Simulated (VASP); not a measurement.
# Hf: single point with LDA

Slab: Hf, a slab with vacuum.

```xyz
5
Lattice="3.1180 0.0000 0.0000 -1.5590 2.7003 0.0000 0.0000 0.0000 25.8932" Properties=species:S:1:pos:R:3 pbc="T T T"
Hf    0.0000    0.0000    8.1041
Hf    0.0000    1.8002   10.4225
Hf    0.0000    0.0000   12.9466
Hf    0.0000    1.8002   15.4707
Hf    0.0000    0.0000   17.7891
```

```yaml
Program: VASP 6.6.1
Task: single point
Functional: LDA
Potentials_or_basis: VASP PAW LDA potentials, release 64 (Hf_pv)
Cutoff: 520 eV
k_mesh: 12 × 12 × 1
Occupations: fermi-dirac, width 0.08 eV
Spin: no spin polarisation
Dipole_correction: yes
Further_INCAR_settings: ALGO = Normal; EDIFF = 1e-07; NBANDS = 33
```

```yaml
Largest_force: 0.023 eV/Å
Band_gap_on_the_k_mesh: zero (band 25 reaches 1.17 eV, above the bottom of band 26 at -0.32 eV)
```

Forces in eV/Å, atoms in the order of the input:
```
Hf   0.000  0.000  0.006
Hf   0.000  0.000 -0.023
Hf   0.000  0.000  0.000
Hf   0.000  0.000  0.023
Hf   0.000  0.000 -0.006
```

Levels at points of the mesh, in eV from the Fermi level:
```tsv
k point	band 21	band 22	band 23	band 24	band 25	band 26	band 27	band 28	band 29	band 30
(0.00, 0.00, 0.00)	-0.30	-0.15	0.59	0.61	0.94	0.94	1.06	1.06	1.08	1.08
(0.50, 0.00, 0.00)	-1.96	-1.40	-1.25	-0.95	0.32	0.60	0.97	1.47	1.52	1.60
```

It took 3.4 min on 1 thread of Intel(R) Xeon(R) Platinum 8488C (Sapphire Rapids), with other jobs on the host, peak memory 0.31 GiB.

Caveat: spin-orbit coupling is left out, which moves the levels of the heavy elements.
